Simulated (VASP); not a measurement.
# SbAuSe3 (P4mm) in VASP: single point with PBE

Aim: the single point of SbAuSe3 with PBE.

Everything below comes from runs of VASP 6.6.1. Logs are shortened: lines on timing, memory, paths and dates and some standing lists are left out, and cuts for length are marked.

### Step 1. The cell of the first run

Symmetry: P4mm, No. 99, tetragonal system. Conventional cell: a = 4.890 Å, b = 4.890 Å, c = 5.713 Å, α = 90.00°, β = 90.00°, γ = 90.00°. Within 3.8 Å of Sb (site symmetry 4mm) lie 8 Se at 2.85 to 3.55 Å. Se (site symmetry 4mm) has 2 Au at 2.65 to 3.06 Å and 4 Se at 3.32 Å within 3.5 Å. Se (site symmetry 2mm) has 2 Au at 2.58 Å and 2 Sb at 2.85 Å and 2 Se at 3.32 Å within 3.4 Å. Au (site symmetry 4mm) has 6 Se at 2.58 to 3.06 Å within 3.4 Å.

### Step 2. Single point, PBE

The input, INCAR:

```
ALGO = Normal ; EDIFF = 1E-6
ENCUT = 520 ; GGA = PE
ISIF = 2 ; ISMEAR = 0
LASPH = T ; LCHARG = F
LREAL = F ; LWAVE = F
NBANDS = 25 ; NELM = 80
PREC = Accurate ; SIGMA = 0.1
```

The input, KPOINTS:

```
k-points
0
Gamma
  4 4 4
```

The input, POSCAR:

```
SbAuSe3
1.0
    4.8901152171      0.0000000000      0.0000000000
    0.0000000000      4.8901152171      0.0000000000
    0.0000000000      0.0000000000      5.7134236869
Sb Se Au
1 3 1
Direct
    0.0000000000      0.0000000000      0.1370216644
    0.5000000000      0.5000000000      1.0001534717
    0.0000000000      0.5000000000      0.3935566277
    0.5000000000      0.0000000000      0.3935566277
    0.5000000000      0.5000000000      0.5357116085
```

Potentials or basis: VASP PAW PBE potentials, release 64 (Sb, Se, Au).

Started as:

```console
cat potpaw_PBE.64/Sb/POTCAR potpaw_PBE.64/Se/POTCAR potpaw_PBE.64/Au/POTCAR > POTCAR
mpirun -np 1 vasp_std > vasp.out
```

OUTCAR:

```text
EDIFF = 1E-6
   ENCUT = 520
   GGA = PE
   ISIF = 2
   ISMEAR = 0
   LASPH = T
   LREAL = F
   NELM = 80
   PREC = Accurate

 ion  position               nearest neighbor table
   1  0.000  0.000  0.137-   3 2.85   4 2.85   3 2.85   4 2.85
   2  0.500  0.500  0.000-   5 2.65   5 3.06
   3  0.000  0.500  0.394-   5 2.58   5 2.58   1 2.85   1 2.85
   4  0.500  0.000  0.394-   5 2.58   5 2.58   1 2.85   1 2.85
   5  0.500  0.500  0.536-   3 2.58   4 2.58   4 2.58   3 2.58   2 2.65   2 3.06

  LATTYP: Found a simple tetragonal cell.
 ALAT       =     4.8901152171
 C/A-ratio  =     1.1683617733

  Lattice vectors:

 A1 = (   4.8901152171,   0.0000000000,   0.0000000000)
 A2 = (   0.0000000000,   4.8901152171,   0.0000000000)
 A3 = (   0.0000000000,   0.0000000000,   5.7134236869)

Analysis of symmetry for initial positions (statically):
=====================================================================
 Subroutine PRICEL returns:
 Original cell was already a primitive cell.

 Routine SETGRP: Setting up the symmetry group for a
 simple tetragonal supercell.

 Subroutine GETGRP returns: Found  8 space group operations
 (whereof  8 operations were pure point group operations)
 out of a pool of 16 trial point group operations.

The static configuration has the point symmetry C_4v.

Analysis of symmetry for dynamics (positions and initial velocities):
=====================================================================
 Subroutine PRICEL returns:
 Original cell was already a primitive cell.

 Routine SETGRP: Setting up the symmetry group for a
 simple tetragonal supercell.

 Subroutine GETGRP returns: Found  8 space group operations
 (whereof  8 operations were pure point group operations)
 out of a pool of 16 trial point group operations.

The dynamic configuration has the point symmetry C_4v.

 Subroutine INISYM returns: Found  8 space group operations
 (whereof  8 operations are pure point group operations),
 and found     1 'primitive' translations

----------------------------------------------------------------------------------------

                                     Primitive cell

  volume of cell :     136.6264

  direct lattice vectors                    reciprocal lattice vectors
     4.890115217  0.000000000  0.000000000     0.204494159  0.000000000  0.000000000
     0.000000000  4.890115217  0.000000000     0.000000000  0.204494159  0.000000000
     0.000000000  0.000000000  5.713423687     0.000000000  0.000000000  0.175026404

  length of vectors
     4.890115217  4.890115217  5.713423687     0.204494159  0.204494159  0.175026404

  position of ions in fractional coordinates (direct lattice)
     0.000000000  0.000000000  0.137021664
     0.500000000  0.500000000  0.000153472
     0.000000000  0.500000000  0.393556628
     0.500000000  0.000000000  0.393556628
     0.500000000  0.500000000  0.535711609

  ion indices of the primitive-cell ions
   primitive index   ion index
                 1           1
                 2           2
                 3           3
                 4           4
                 5           5

----------------------------------------------------------------------------------------

 KPOINTS: k-points

Automatic generation of k-mesh.
 Grid dimensions read from file:
 generate k-points for:    4    4    4

 Generating k-lattice:

  Cartesian coordinates                     Fractional coordinates (reciprocal lattice)
     0.051123540  0.000000000  0.000000000     0.250000000  0.000000000  0.000000000
     0.000000000  0.051123540  0.000000000     0.000000000  0.250000000  0.000000000
     0.000000000  0.000000000  0.043756601     0.000000000  0.000000000  0.250000000

  Length of vectors
     0.051123540  0.051123540  0.043756601

  Shift w.r.t. Gamma in fractional coordinates (k-lattice)
     0.000000000  0.000000000  0.000000000

 Subroutine IBZKPT returns following result:
 ===========================================

 Found     18 irreducible k-points:

 Following reciprocal coordinates:
            Coordinates               Weight
  0.000000  0.000000  0.000000      1.000000
  0.250000  0.000000  0.000000      4.000000
  0.500000  0.000000  0.000000      2.000000
  0.250000  0.250000  0.000000      4.000000
  0.500000  0.250000  0.000000      4.000000
  0.500000  0.500000  0.000000      1.000000
[... 10 lines left out ...]
  0.500000  0.250000  0.500000      4.000000
  0.500000  0.500000  0.500000      1.000000
   k-points           NKPTS =     18   k-points in BZ     NKDIM =     18   number of bands    NBANDS=     25
   number of dos      NEDOS =    301   number of ions     NIONS =      5
   total plane-waves  NPLWV =  54432
   dimension x,y,z NGX =    36 NGY =   36 NGZ =   42
   dimension x,y,z NGXF=    72 NGYF=   72 NGZF=   84
   ions per type =               1   3   1
   NGX,Y,Z   is equivalent  to a cutoff of  12.24, 12.24, 12.22 a.u.
   NGXF,Y,Z  is equivalent  to a cutoff of  24.48, 24.48, 24.44 a.u.
 SYSTEM =  unknown system
   PREC   = accura    normal or accurate (medium, high low for compatibility)
   ISTART =      0    job   : 0-new  1-cont  2-samecut
   ICHARG =      2    charge: 1-file 2-atom 10-const
   ISPIN  =      1    spin polarized calculation?
   LNONCOLLINEAR =      F non collinear calculations
   LSORBIT =      F    spin-orbit coupling
   LASPH  =      T    aspherical Exc in radial PAW
   ENCUT  =  520.0 eV  38.22 Ry    6.18 a.u.   9.09  9.09 10.62*2*pi/ulx,y,z
   NELM   =     80;   NELMIN=  2; NELMDL= -5     # of ELM steps
   EDIFF  = 0.1E-05   stopping-criterion for ELM
   LREAL  =      F    real-space projection
   EDIFFG = 0.1E-04   stopping-criterion for IOM
   NSW    =      0    number of steps for IOM
   IBRION =     -1    ionic relax: 0-MD 1-quasi-New 2-CG
   NFREE  =      0    steps in history (QN), initial steepest desc. (CG)
   ISIF   =      2    stress and relaxation
   ISYM   =      2    0-nonsym 1-usesym 2-fastsym
   POTIM  = 0.5000    time-step for ionic-motion
   TEBEG  =    0.0;   TEEND  =   0.0 temperature during run
   PSTRESS=    0.0 pullay stress
   NELECT =      34.0000    total number of electrons
   NUPDOWN=      -1.0000    fix difference up-down
   EMIN   =  10.00;   EMAX   =-10.00  energy-range for DOS
   EFERMI =   0.00;   METHOD = LEGACY
   ISMEAR =     0;   SIGMA  =   0.10  broadening in eV -4-tet -1-fermi 0-gaus
   EFERMI_NEDOS =   21; number of points for ismear=-14 and -15
   IALGO  =     38    algorithm
   IMIX   =      4    mixing-type and parameters
     AMIX     =   0.40;   BMIX     =  1.00
     AMIX_MAG =   1.60;   BMIX_MAG =  1.00
  volume/ion in A,a.u.               =      27.33       184.40
  Fermi-wavevector in a.u.,A,eV,Ry     =   1.029729  1.945906 14.426825  1.060342
  Thomas-Fermi vector in A             =   2.163791
   LORBIT       =      0    0 simple, 1 ext, 2 COOP (PROOUT), +10 PAW based schemes
   GGA     = PE    functional components
   LHFCALC =     F    Hartree Fock is set to
   AEXX    =    0.0000 exact exchange contribution
   IVDW    =     0    specifies the selected vdW correction
   LEPSILON=     F    determine dielectric tensor
   LRPA    =     F    only Hartree local field effects (RPA)
 non-spin polarized calculation
 Gauss-broadening in eV      SIGMA  =   0.10
  energy-cutoff  :      520.00
  volume of cell :      136.63
 maximum number of plane-waves:      3699
   NGX = 19   NGY = 19   NGZ = 21

 number of electron      34.0000001 magnetization

 Free energy of the ion-electron system (eV)
  ---------------------------------------------------
  ext. energy  EPLUGINS =         0.00000000
  ---------------------------------------------------
  free energy    TOTEN  =       -17.36841367 eV

  energy without entropy =      -17.35894502  energy(sigma->0) =      -17.36367934

 E-fermi :   3.8891     XC(G=0):  -9.1851

 val. band max:        3.8884738200   @ k =   0.0000   0.0000   0.2500
 cond. band min:       3.9179203325   @ k =   0.5000   0.5000   0.5000
 fundamental gap:      0.0294465124
 Fermi energy:         3.8891021236

 k-point     1 :       0.0000    0.0000    0.0000
  band No.  band energies     occupation
      1     -10.6101      2.00000
      2      -8.7420      2.00000
      3      -7.8171      2.00000
      4      -4.4212      2.00000
      5      -1.8817      2.00000
      6      -1.8817      2.00000
[... 17 lines left out ...]
     24       9.7346      0.00000
     25       9.9713      0.00000

 k-point     2 :       0.2500    0.0000    0.0000
  band No.  band energies     occupation
      1     -10.3361      2.00000
      2      -8.9590      2.00000
      3      -7.8275      2.00000
      4      -4.7046      2.00000
      5      -1.9282      2.00000
      6      -1.7178      2.00000
[... 17 lines left out ...]
     24      10.4012      0.00000
     25      10.5691      0.00000

 k-point     3 :       0.5000    0.0000    0.0000
  band No.  band energies     occupation
      1      -9.6819      2.00000
      2      -9.5939      2.00000
      3      -7.8309      2.00000
      4      -4.8148      2.00000
      5      -2.1377      2.00000
      6      -1.3688      2.00000
[... 17 lines left out ...]
     24      10.9019      0.00000
     25      10.9972      0.00000

 k-point     4 :       0.2500    0.2500    0.0000
  band No.  band energies     occupation
      1     -10.0822      2.00000
      2      -9.0302      2.00000
      3      -7.8729      2.00000
      4      -5.0773      2.00000
      5      -1.9224      2.00000
      6      -1.9114      2.00000
[... 17 lines left out ...]
     24      10.0055      0.00000
     25      10.9346      0.00000
[... 309 lines left out ...]
 k-point    16 :       0.2500    0.2500    0.5000
  band No.  band energies     occupation
      1     -10.0188      2.00000
      2      -9.0230      2.00000
      3      -7.8412      2.00000
      4      -5.0867      2.00000
      5      -2.1895      2.00000
      6      -1.9862      2.00000
[... 17 lines left out ...]
     24      10.7937      0.00000
     25      11.4222      0.00000

 k-point    17 :       0.5000    0.2500    0.5000
  band No.  band energies     occupation
      1      -9.4505      2.00000
      2      -9.4369      2.00000
      3      -7.8363      2.00000
      4      -5.3222      2.00000
      5      -2.6547      2.00000
      6      -1.8961      2.00000
[... 17 lines left out ...]
     24      10.4988      0.00000
     25      10.8651      0.00000

 k-point    18 :       0.5000    0.5000    0.5000
  band No.  band energies     occupation
      1      -9.2731      2.00000
      2      -9.2731      2.00000
      3      -7.8696      2.00000
      4      -5.7780      2.00000
      5      -3.0905      2.00000
      6      -1.8135      2.00000
[... 17 lines left out ...]
     24       9.5811      0.00000
     25      10.5818      0.00000

------------------------ aborting loop because EDIFF is reached ----------------------------------------

  FORCE on cell =-STRESS in cart. coord.  units (eV):
  Direction    XX          YY          ZZ          XY          YZ          ZX
  --------------------------------------------------------------------------------------
  -------------------------------------------------------------------------------------
  Total        0.0170563      0.0170563     -0.0497938      0.0000000      0.0000000      0.0000000
  in kB        0.2000138      0.2000138     -0.5839167      0.0000000      0.0000000      0.0000000
  external PRESSURE =      -0.0612964 kB  Pullay stress =       0.0000000 kB

 VOLUME and BASIS-vectors are now :
 -----------------------------------------------------------------------------
  energy-cutoff  :      520.00
  volume of cell :      136.63
      direct lattice vectors                 reciprocal lattice vectors
     4.890115217  0.000000000  0.000000000     0.204494159  0.000000000  0.000000000
     0.000000000  4.890115217  0.000000000     0.000000000  0.204494159  0.000000000
     0.000000000  0.000000000  5.713423687     0.000000000  0.000000000  0.175026404

 POSITION                                       TOTAL-FORCE (eV/Angst)
 -----------------------------------------------------------------------------------
      0.00000      0.00000      0.78286        -0.000000     -0.000000      0.009095
      2.44506      2.44506      0.00088        -0.000000     -0.000000     -0.011634
      0.00000      2.44506      2.24856         0.000000     -0.000000     -0.000835
      2.44506      0.00000      2.24856        -0.000000     -0.000000     -0.000835
      2.44506      2.44506      3.06075        -0.000000      0.000000      0.004208
 -----------------------------------------------------------------------------------
    total drift:                                0.000000      0.000000      0.000114

  FREE ENERGIE OF THE ION-ELECTRON SYSTEM (eV)
  ---------------------------------------------------
  free  energy   TOTEN  =       -17.3684136669 eV

  energy  without entropy=      -17.3589450153  energy(sigma->0) =      -17.36367934
```

Run time: 33 s. Hardware: 1 thread of Intel Xeon Platinum 8559C (Emerald Rapids), shared host; peak memory 0.25 GiB.

Results:

| Property | Result |
| --- | --- |
| Free energy | -17.3684 eV |
| Pressure | 0.0 GPa |
| Largest force | 0.012 eV/Å |
| Band gap on the k mesh | zero (band 17 reaches 4.80 eV, above the bottom of band 18 at 3.24 eV) |

Forces in eV/Å, atoms in the order of the input:
```
Sb   0.000  0.000  0.009
Se   0.000  0.000 -0.012
Se   0.000  0.000 -0.001
Se   0.000  0.000 -0.001
Au   0.000  0.000  0.004
```

Caveat: spin-orbit coupling is left out, which moves the levels of the heavy elements.
